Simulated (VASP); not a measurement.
ZrB2: single point with LDA

ZrB2:

```
Zr B
1.0
     3.14872    0.00000    0.00000
    -1.57436    2.72688    0.00000
     0.00000    0.00000    3.50929
Zr B
1 2
Direct
  0.00000 0.00000 0.00000
  0.66667 0.33333 0.50000
  0.33333 0.66667 0.50000
```

This cell differs from its parent crystal: volume scaled by 0.98.

```json
{"Program": "VASP 6.6.1", "Task": "single point", "Functional": "LDA", "Potentials or basis": "VASP PAW LDA potentials, release 64 (Zr_sv, B)", "Cutoff": "520 eV", "k mesh": "10 × 10 × 8", "Occupations": "fermi-dirac, width 0.05 eV", "Spin": "no spin polarisation", "Dipole correction": "no", "Further INCAR settings": "ALGO = Normal; EDIFF = 1e-06; NBANDS = 16"}
```

```json
{
 "Pressure": "-3.5 GPa",
 "Band gap on the k mesh": "zero (band 9 reaches 11.27 eV, above the bottom of band 10 at 10.44 eV)"
}
```

Stress tensor (GPa, compression positive):
```
-3.72  0.00  0.00
 0.00 -3.72  0.00
 0.00  0.00 -3.16
```

Levels at points of the mesh, in eV from the Fermi level:
| k point | band 5 | band 6 | band 7 | band 8 | band 9 | band 10 | band 11 | band 12 | band 13 | band 14 |
| --- | --- | --- | --- | --- | --- | --- | --- | --- | --- | --- |
| (0.00, 0.00, 0.00) | -12.55 | -2.56 | -2.56 | -2.54 | -2.18 | 3.57 | 3.57 | 4.35 | 4.35 | 5.24 |
| (0.50, 0.00, 0.00) | -8.85 | -8.23 | -3.85 | -2.95 | -2.64 | 2.39 | 2.44 | 5.14 | 5.24 | 6.80 |
| (0.00, 0.00, 0.50) | -10.40 | -6.87 | -0.86 | -0.86 | 0.43 | 0.43 | 0.87 | 0.87 | 1.94 | 5.19 |
| (0.50, 0.00, 0.50) | -9.78 | -6.79 | -4.56 | -4.08 | -1.79 | 3.91 | 4.39 | 5.53 | 6.54 | 6.72 |

It took 28 s on 1 thread of Intel Xeon 8259CL (shared host), peak memory 0.15 GiB.
